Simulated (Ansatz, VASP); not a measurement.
CuO: VASP beside Ansatz

```
Cu O
1.0
     0.00000    2.13437    2.13437
     2.13437    0.00000    2.13437
     2.13437    2.13437    0.00000
Cu O
1 1
Direct
  0.00000 0.00000 0.00000
  0.50000 0.50000 0.50000
```

Alike in both runs: functional PBE; k mesh 8 × 8 × 8; occupations gaussian, width 0.1 eV; collinear spin; Hubbard terms Cu d U = 4.0 eV.

Ansatz relaxed the structure, and its values are those at the end. VASP's run is a single point on that final structure, the one shown.

|  | VASP | Ansatz |
| --- | --- | --- |
| version | VASP 6.6.1 | Ansatz 0.2.0 |
| potentials or method | VASP PAW PBE potentials, release 64 (Cu, O), cutoff 520 eV | scalar-relativistic, plane waves, PAW |
| valence electrons in the cell | 17 | 25 |

VASP gave:

- gap on the k mesh at the Fermi level (eV): none
- pressure (GPa): -3.3
- net moment per atom (μB): 0.50
- size of the moment on the site where the two differ most (μB): 0.58

Which values does Ansatz return?

gap on the k mesh at the Fermi level (eV): none; pressure (GPa): -0.5; net moment per atom (μB): 0.22; size of the moment on the site where the two differ most (μB): 0.25.

The net moments are unlike, so the other rows may belong to different states. Site moments also hang on the region over which each program counts them. The programs project onto different local orbitals, so the same U acts differently, and such runs can settle in different states. A gap of «none» marks a metal or a gap that the smearing closes. VASP's potentials hold 17 valence electrons a cell and Ansatz's 25, so a difference there can come from the potentials and not from the codes. Ansatz's warnings: filled band counts differ across k points.
